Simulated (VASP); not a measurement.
Wanted: the native input for a VASP 6.6.1 run.

```yaml
Task: single point
Functional: LDA
Potentials_or_basis: VASP PAW LDA potentials, release 64 (Cd, O)
Cutoff: 600 eV
k_mesh: 8 × 8 × 8
Occupations: gaussian, width 0.05 eV
Spin: no spin polarisation
Dipole_correction: no
Further_INCAR_settings: ALGO = Normal; EDIFF = 1e-06; NBANDS = 16
```

The structure of CdO lies in POSCAR:

```
CdO
1.0
    0.0000000000      2.3169482861      2.3169482861
    2.3169482861      0.0000000000      2.3169482861
    2.3169482861      2.3169482861      0.0000000000
Cd O
1 1
Direct
    0.0000000000      0.0000000000      0.0000000000
    0.5000000000      0.5000000000      0.5000000000
```

The input as run:

INCAR

```
PREC = Accurate
ENCUT = 600
EDIFF = 1E-6
ISMEAR = 0
SIGMA = 0.05
LREAL = False
LASPH = True
NELM = 120
ALGO = Normal
ISIF = 2
LWAVE = False
LCHARG = False
NBANDS = 16
GGA_COMPAT = False
```

KPOINTS

```
regular mesh
0
Gamma
  8 8 8
```

Potentials or basis: VASP PAW LDA potentials, release 64 (Cd, O).

Command:

```bash
$ cat potpaw_LDA.64/Cd/POTCAR potpaw_LDA.64/O/POTCAR > POTCAR
$ mpirun -np 1 vasp_std > vasp.out
```

It gave:

```
Pressure               : 2.0 GPa
Band gap on the k mesh : zero (band 9 reaches 2.21 eV, above the bottom of band 10 at 1.78 eV)
```

Run time: 25 s on 1 thread of Intel Xeon 8259CL, on a shared host, peak memory 0.15 GiB.
